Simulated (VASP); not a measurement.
Set up this calculation in VASP 6.6.1, as the native input.

| Property | Result |
| --- | --- |
| Task | single point |
| Functional | PBE |
| Potentials or basis | VASP PAW PBE potentials, release 64 (Tl_d) |
| Cutoff | 520 eV |
| k mesh | 7 × 7 × 10 |
| Occupations | fermi-dirac, width 0.1 eV |
| Spin | no spin polarisation |
| Dipole correction | no |
| Further INCAR settings | ALGO = Normal; EDIFF = 1e-06; NBANDS = 26 |

The structure of Tl lies in POSCAR:

```
Tl
1.0
    4.4993473980      0.0000000000      0.0000000000
   -2.2496736990      3.8965491471      0.0000000000
    0.0000000000      0.0000000000      2.7123751331
Tl
3
Direct
    0.0000000000      0.0000000000      0.0000000000
    0.3333333333      0.6666666667      0.5000000000
    0.6666666667      0.3333333333      0.5000000000
```

This isn't the form of Tl at room conditions, which is hcp.

One way to write it, as run:

INCAR

```
SYSTEM = Tl
PREC     = Accurate       ! precision mode
ENCUT    = 520            ! plane-wave cutoff, eV
EDIFF    = 1E-6           ! SCF threshold, eV
ISMEAR   = -1             ! smearing method
SIGMA    = 0.1            ! smearing width, eV
LREAL    = .False.        ! projectors in reciprocal space
LASPH    = .True.         ! aspherical terms in the spheres
NELM     = 80             ! most SCF steps
ALGO     = Normal         ! electronic algorithm
ISIF     = 2              ! what is computed and relaxed
LWAVE    = .False.        ! write WAVECAR
LCHARG   = .False.        ! write CHGCAR
GGA      = PE             ! functional
NBANDS   = 26             ! bands
```

KPOINTS

```
regular mesh
0
Gamma
  7 7 10
  0 0 0
```

Potentials or basis: VASP PAW PBE potentials, release 64 (Tl_d).

Launch:

```sh
$ cat potpaw_PBE.64/Tl_d/POTCAR > POTCAR
$ mpirun -np 1 vasp_std > vasp.out
```

Results of the run:

```yaml
Pressure: 119.9 GPa
Band_gap_on_the_k_mesh: zero (an odd number of electrons rules out a gap without spin polarisation)
```

Caveat: the cell stands under pressure; spin-orbit coupling is left out, which moves the levels of the heavy elements.

It took 23 s on 1 thread of AMD EPYC 9R45 96-Core Processor (Zen 5), with other jobs on the host, peak memory 0.16 GiB.
